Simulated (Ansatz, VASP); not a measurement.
**Sc in VASP and in Ansatz**

```xyz
2
Lattice="3.3588 0.0000 0.0000 -1.6794 2.9088 0.0000 0.0000 0.0000 5.0824" Properties=species:S:1:pos:R:3 pbc="T T T"
Sc    0.0000    1.9392    1.2706
Sc    1.6794    0.9696    3.8118
```

Alike in both runs: task single point; functional PBEsol; k mesh 15 × 15 × 10; occupations gaussian, width 0.15 eV; no spin polarisation.

|  | VASP | Ansatz |
| --- | --- | --- |
| version | VASP 6.6.1 | Ansatz 0.2.0 |
| potentials or method | VASP PAW PBE potentials, release 64 (Sc_sv), cutoff 520 eV | scalar-relativistic, plane waves, PAW |
| valence electrons in the cell | 22 | 22 |

Ansatz gave:

```
gap on the k mesh at the Fermi level (eV)                     : none
pressure (GPa)                                                : -2.6
traceless stress, the component that is largest in VASP (GPa) : 1.35
```

Estimate VASP's values.

gap on the k mesh at the Fermi level (eV): none; pressure (GPa): -2.5; traceless stress, the component that is largest in VASP (GPa): 1.35.

VASP's potentials were made for PBE, not for PBEsol. A gap of «none» marks a metal or a gap that the smearing closes. With one functional, cell and mesh, what is left measures potentials, basis and numerics.
